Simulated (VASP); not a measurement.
A run of VASP 6.6.1:

INCAR

```
SYSTEM = TiRh3
PREC = Accurate ; ENCUT = 520
EDIFF = 1E-7 ; ISMEAR = 0
SIGMA = 0.1 ; LREAL = .FALSE.
LASPH = .TRUE. ; NELM = 80
ALGO = Fast ; ISIF = 2
LWAVE = .FALSE. ; LCHARG = .FALSE.
GGA = PS ; NBANDS = 36
```

KPOINTS

```
regular mesh
0
G
  12 12 12
  0 0 0
```

POSCAR

```
TiRh3
1.0
    3.9223506022      0.0000000000      0.0000000000
    0.0000000000      3.9223506022      0.0000000000
    0.0000000000      0.0000000000      3.9223506022
Ti Rh
1 3
Direct
    0.0000000000      0.0000000000      0.0000000000
    0.0000000000      0.5000000000      0.5000000000
    0.5000000000      0.0000000000      0.5000000000
    0.5000000000      0.5000000000      0.0000000000
```

Potentials or basis: VASP PAW PBE potentials, release 64 (Ti_sv, Rh_pv).

The run is started by

```sh
$ cat potpaw_PBE.64/Ti_sv/POTCAR potpaw_PBE.64/Rh_pv/POTCAR > POTCAR
$ mpirun -np 1 vasp_std > vasp.out
```

Hardware: 1 thread of AMD EPYC 9R45 (Zen 5) (shared host).

**Question.** How long does it take, and how much memory?

**Answer.** Run time: 2.9 min on 1 thread of AMD EPYC 9R45 (Zen 5), on a shared host, peak memory 0.24 GiB. Counts: scf iterations 31, k points 84.
